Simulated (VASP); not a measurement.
Here is a VASP 6.6.1 calculation.

The input INCAR:

```
PREC = Accurate
ENCUT = 520
EDIFF = 1E-7
ISMEAR = 0
SIGMA = 0.1
LREAL = False
LASPH = True
NELM = 100
ALGO = Normal
ISIF = 2
LWAVE = False
LCHARG = False
GGA = PE
NBANDS = 10
```

The input KPOINTS:

```
regular mesh
0
Gamma
  6 6 6
```

Contents of POSCAR:

```
Na
1.0
   -2.1410000000      2.1410000000      2.1410000000
    2.1410000000     -2.1410000000      2.1410000000
    2.1410000000      2.1410000000     -2.1410000000
Na
1
Direct
    0.0000000000      0.0000000000      0.0000000000
```

Potentials or basis: VASP PAW PBE potentials, release 64 (Na_pv).

The run is started by

```sh
$ cat potpaw_PBE.64/Na_pv/POTCAR > POTCAR
$ mpirun -np 1 vasp_std > vasp.out
```

Q: Estimate the pressure.

A: -0.3 GPa.
